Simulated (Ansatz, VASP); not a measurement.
**Ti3Si in VASP and in Ansatz**

```
Ti Si
1.0
     5.58381    0.00000    0.00000
    -2.79190    4.83572    0.00000
     0.00000    0.00000    4.24955
Ti Si
6 2
Direct
  0.34318 0.17159 0.75000
  0.82841 0.17159 0.75000
  0.82841 0.65682 0.75000
  0.65682 0.82841 0.25000
  0.17159 0.82841 0.25000
  0.17159 0.34318 0.25000
  0.33333 0.66667 0.75000
  0.66667 0.33333 0.25000
```

Change from the starting cell: strain -0.0500 x Voigt [0, 0, 1, 0, 0, 0], atoms carried along.

Alike in both runs: task single point; functional PBEsol; k mesh 12 × 12 × 10; occupations gaussian, width 0.15 eV; no spin polarisation.

```csv
,VASP,Ansatz
version,VASP 6.6.1,Ansatz 0.2.0
potentials or method,"VASP PAW PBE potentials, release 64 (Ti_sv, Si), cutoff 520 eV","scalar-relativistic, plane waves, PAW"
valence electrons in the cell,80,80
```

|  | VASP | Ansatz | Ansatz less VASP |
| --- | --- | --- | --- |
| gap on the k mesh at the Fermi level (eV) | none | none | - |
| pressure (GPa) | 8.7 | 8.8 | +0.10 |
| traceless stress, the component that is largest in VASP (GPa) | 6.73 | 6.76 | +0.026 |
| rms of the force components (eV/Å) | 0.011 | 0.015 | +0.0034 |

VASP's potentials were made for PBE, not for PBEsol. Atom by atom the forces differ by 0.003 eV/Å (rms over components). A gap of «none» marks a metal or a gap that the smearing closes.
